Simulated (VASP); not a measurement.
Runs of VASP 6.6.1 on HfO2. The structure is that of space group Fm-3m (No. 225), or close to it. The cells are those of the table. 

```tsv
level	spin	cell	k mesh	smearing	gap on the mesh (eV)	pressure (GPa)
PBE	off	a = 3.601, b = 3.601, c = 3.648 Å, angles 59.6, 59.6, 60.9°, 3 atoms	8 × 8 × 8	fermi-dirac 0.02 eV	3.49	-5.9
PBE	off	a = 3.555, b = 3.555, c = 3.505 Å, angles 60.5, 60.5, 59.1°, 3 atoms	8 × 8 × 8	fermi-dirac 0.02 eV	3.66	11.3
r2SCAN	off	a = 3.555, b = 3.555, c = 3.505 Å, angles 60.5, 60.5, 59.1°, 3 atoms	8 × 8 × 8	gaussian 0.01 eV	4.19	5.2
PBE	off	a = 3.577 Å, angles 60.0°, 3 atoms	8 × 8 × 8	fermi-dirac 0.02 eV	3.82	2.1
r2SCAN	off	a = 3.601, b = 3.601, c = 3.648 Å, angles 59.6, 59.6, 60.9°, 3 atoms	8 × 8 × 8	gaussian 0.01 eV	(b)	(a)
r2SCAN	off	a = 3.566, b = 3.566, c = 3.541 Å, angles 60.2, 60.2, 59.5°, 3 atoms	8 × 8 × 8	gaussian 0.01 eV	4.30	0.5
r2SCAN	non-collinear, zero start, SOC	a = 3.545, b = 3.545, c = 3.469 Å, angles 60.7, 60.7, 58.6°, 3 atoms	8 × 8 × 8	gaussian 0.01 eV	-	10.6
PBE	off	a = 3.589, b = 3.589, c = 3.613 Å, angles 59.8, 59.8, 60.4°, 3 atoms	6 × 6 × 6	gaussian 0.01 eV	3.67	-2.0
```

Alike in all rows: task single point; potentials or basis VASP PAW PBE potentials, release 64 (Hf_pv, O); cutoff (eV) 520.

Problem. Fill in the values left out.

Solution. (a) -12.0; (b) 3.99.

Caveats: spin-orbit coupling is left out, which moves the levels of the heavy elements (some runs); the PAW data sets were made with another functional, which shifts forces and pressure a little (some runs).

A k mesh can miss the band edges, and rows without SOC leave out spin-orbit coupling on Hf.
